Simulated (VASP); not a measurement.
## Cu: single point with revPBE+D3(BJ)+U

Crystal: Cu.

```
Cu
1.0
    -1.46178    1.46178    1.39419
     1.46178   -1.46178    1.39419
     1.46178    1.46178   -1.39419
Cu
1
Direct
  0.00000 0.00000 0.00000
```

| Item | Value |
| --- | --- |
| Program | VASP 6.6.1 |
| Task | single point |
| Functional | revPBE |
| Dispersion | D3(BJ) |
| Potentials or basis | VASP PAW PBE potentials, release 64 (Cu) |
| Cutoff | 520 eV |
| k mesh | 13 × 13 × 13 |
| Occupations | gaussian, width 0.05 eV |
| Spin | no spin polarisation |
| Hubbard terms | Cu d U = 1.0 eV |
| Dipole correction | no |
| Further INCAR settings | ALGO = Fast; EDIFF = 1e-06; NBANDS = 12 |

```
Pressure                   : -10.8 GPa
Band gap on the k mesh     : zero (an odd number of electrons rules out a gap without spin polarisation)
Dispersion energy per atom : -1.114 eV
```

Stress tensor (GPa, compression positive):
```
-10.57   0.00   0.00
  0.00 -10.57   0.00
  0.00   0.00 -11.12
```

Levels at points of the mesh, in eV from the Fermi level:
```
           k point  band 3  band 4  band 5  band 6  band 7  band 8  band 9  band 10
(0.00, 0.00, 0.00)   -3.11   -3.11   -2.29   -2.10   24.59   24.59   25.82    28.28
```

Eigenvalues of the final occupation matrices:
| site | spin | trace | eigenvalues |
| --- | --- | --- | --- |
| site 1 d | 1 | 4.61 | 0.92 0.92 0.92 0.93 0.93 |
| site 1 d | 2 | 4.61 | 0.92 0.92 0.92 0.93 0.93 |

It took 54 s on 1 thread of Intel Xeon 8259CL (shared host), peak memory 0.15 GiB.

Caveat: three body term missing; the cell stands under tension; the dispersion term is far too large for a dense solid, which distorts pressure and volume; the PAW data sets were made with another functional, which shifts forces and pressure a little; U without spin polarisation on a metal has little footing; the U is typed as a test and isn't derived for this compound.
